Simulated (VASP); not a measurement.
Wanted: the native input for a VASP 6.6.1 run.

```
Task                   : single point
Functional             : LDA
Potentials or basis    : VASP PAW LDA potentials, release 64 (Nb_sv)
Cutoff                 : 520 eV
k mesh                 : 14 × 14 × 14
Occupations            : methfessel-paxton, width 0.01 eV
Spin                   : no spin polarisation
Dipole correction      : no
Further INCAR settings : ALGO = Normal; EDIFF = 1e-06; NBANDS = 12
```

The structure of Nb lies in POSCAR:

```
Nb
1.0
   -1.6231103068      1.6231103068      1.6231103068
    1.6231103068     -1.6231103068      1.6231103068
    1.6231103068      1.6231103068     -1.6231103068
Nb
1
Direct
    0.0000000000      0.0000000000      0.0000000000
```

These files were run (other wordings do the same):

INCAR

```
ALGO = Normal
EDIFF = 1E-6
ENCUT = 520
ISIF = 2
ISMEAR = 1
LASPH = T
LCHARG = T
LELF = T
LREAL = F
LVHAR = T
LWAVE = F
NBANDS = 12
NELM = 80
PREC = Accurate
SIGMA = 0.01
```

KPOINTS

```
k-points
0
Gamma
  14 14 14
```

Potentials or basis: VASP PAW LDA potentials, release 64 (Nb_sv).

Launch:

```bash
$ cat potpaw_LDA.64/Nb_sv/POTCAR > POTCAR
$ mpirun -np 1 vasp_std > vasp.out
```

Results of the run:

```yaml
Pressure: -0.1 GPa
```

Run time: 13 s on 1 thread of Intel(R) Xeon(R) 6975P-C (Granite Rapids), with other jobs on the host, peak memory 0.13 GiB.
